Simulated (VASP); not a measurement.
Here is a VASP 6.6.1 calculation.

INCAR

```
PREC = Accurate ; ENCUT = 520
EDIFF = 1E-6 ; ISMEAR = 0
SIGMA = 0.01 ; LREAL = F
LASPH = T ; NELM = 150
ALGO = Normal ; ISIF = 2
LWAVE = F ; LCHARG = F
MAGMOM = 0 0 0 0 0 0 ; LORBIT = 11
LSORBIT = T ; GGA_COMPAT = F
LORBMOM = T ; GGA = PS
NBANDS = 20
```

KPOINTS

```
Automatic mesh
0
Gamma
  8 8 8
```

File POSCAR:

```
BeTe
1.0
    2.8588313528      2.8588313528      0.0000000000
   -2.8588313528      2.8588313528      0.0000000000
    0.0000000000      2.8588313528      2.7560258794
Be Te
1 1
Direct
    0.0000000000      0.0000000000      0.0000000000
    0.7500000000      0.2500000000      0.5000000000
```

Potentials or basis: VASP PAW PBE potentials, release 64 (Be, Te).

Command:

```console
$ cat potpaw_PBE.64/Be/POTCAR potpaw_PBE.64/Te/POTCAR > POTCAR
$ mpirun -np 1 vasp_ncl > vasp.out
```

Q: Predict the pressure.

A: -1.1 GPa.

Q: Estimate the net moment.

A: 0.00 μB per cell.

Stress tensor (GPa, compression positive):
```
-1.73  0.00  0.00
 0.00 -1.73  0.00
 0.00  0.00  0.27
```

Caveat: the cell differs from its parent crystal (film at in-plane strain +0.02); the PAW data sets were made with another functional, which shifts forces and pressure a little.
